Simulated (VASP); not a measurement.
Here is a VASP 6.6.1 calculation.

INCAR

```
PREC = Accurate
ENCUT = 1340
EDIFF = 1E-6
ISMEAR = 0
SIGMA = 0.05
LREAL = False
LASPH = True
NELM = 200
ALGO = Normal
ISIF = 2
LWAVE = False
LCHARG = False
LMAXMIX = 4
LDAU = True
LDAUTYPE = 2
LDAUL = -1 2 -1
LDAUU = 0 4 0
LDAUJ = 0 0 0
LDAUPRINT = 1
GGA = PE
NBANDS = 28
GGA_COMPAT = False
```

Contents of KPOINTS:

```
Automatic mesh
0
Gamma
  6 6 6
```

File POSCAR:

```
BaTiO3
1.0
    2.8174665038      1.6266650444      2.3812443820
   -2.8174665038      1.6266650444      2.3812443820
    0.0000000000     -3.2533300889      2.3812443820
Ba Ti O
1 1 3
Direct
    0.0026800181      0.0026800181      0.0026800181
    0.5127992509      0.5127992509      0.5127992509
    0.4903227049      0.4903227049      0.9825753212
    0.4903227049      0.9825753212      0.4903227049
    0.9825753212      0.4903227049      0.4903227049
```

Potentials or basis: VASP PAW PBE potentials, release 64 (Ba_sv, Ti_sv, O_h).

Run with:

```sh
$ cat potpaw_PBE.64/Ba_sv/POTCAR potpaw_PBE.64/Ti_sv/POTCAR potpaw_PBE.64/O_h/POTCAR > POTCAR
$ mpirun -np 1 vasp_std > vasp.out
```

Task: What does it give for the band gap on the k mesh?

Result: 2.65 eV (least direct gap 2.98 eV).

Task: Estimate the pressure.

Result: 6.1 GPa.

Forces in eV/Å, atoms in the order of the input:
```
Ba   0.000  0.000 -0.026
Ti   0.000  0.000 -0.677
O    0.000 -0.433  0.234
O   -0.375  0.217  0.234
O    0.375  0.217  0.234
```

Caveat: the cell differs from its parent crystal (strain -0.015 along x and y, +0.015 along z); the stress differs along the axes, from 1 to 9 GPa; spin-orbit coupling is left out, which moves the levels of the heavy elements. A k mesh can miss the band edges.
